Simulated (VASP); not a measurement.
## CdF2: single point with PBEsol

The system is CdF2.

```
Cd F
1.0
     0.00000    2.76201    2.76201
     2.76201    0.00000    2.76201
     2.76201    2.76201    0.00000
Cd F
1 2
Cartesian
  0.0000 0.0000 0.0000
  1.3810 1.3810 1.3810
  4.1430 4.1430 4.1430
```

- Program: VASP 6.6.1
- Task: single point
- Functional: PBEsol
- Potentials or basis: VASP PAW PBE potentials, release 64 (Cd, F)
- Cutoff: 520 eV
- k mesh: 8 × 8 × 8
- Occupations: gaussian, width 0.05 eV
- Spin: no spin polarisation
- Dipole correction: no
- Further INCAR settings: ALGO = Normal; EDIFF = 1e-07; NBANDS = 20

The pressure is -6.5 GPa and the band gap on the k mesh is 2.65 eV (least direct gap 3.23 eV).

Levels at points of the mesh, in eV from the valence-band top:
```csv
k point,band 11,band 12,band 13,band 14,band 15,band 16
"(0.00, 0.00, 0.00)",-0.57,-0.57,-0.57,2.65,12.15,12.15
"(0.50, 0.00, 0.00)",-1.61,-0.43,-0.43,6.51,8.73,13.67
"(0.50, 0.50, 0.00)",-0.38,-0.08,-0.08,7.28,9.07,11.55
```

It took 47 s on 1 thread of Intel Xeon 8259CL, on a shared host, peak memory 0.18 GiB.

Caveat: the cell stands under tension; the PAW data sets were made with another functional, which shifts forces and pressure a little. A k mesh can miss the band edges.
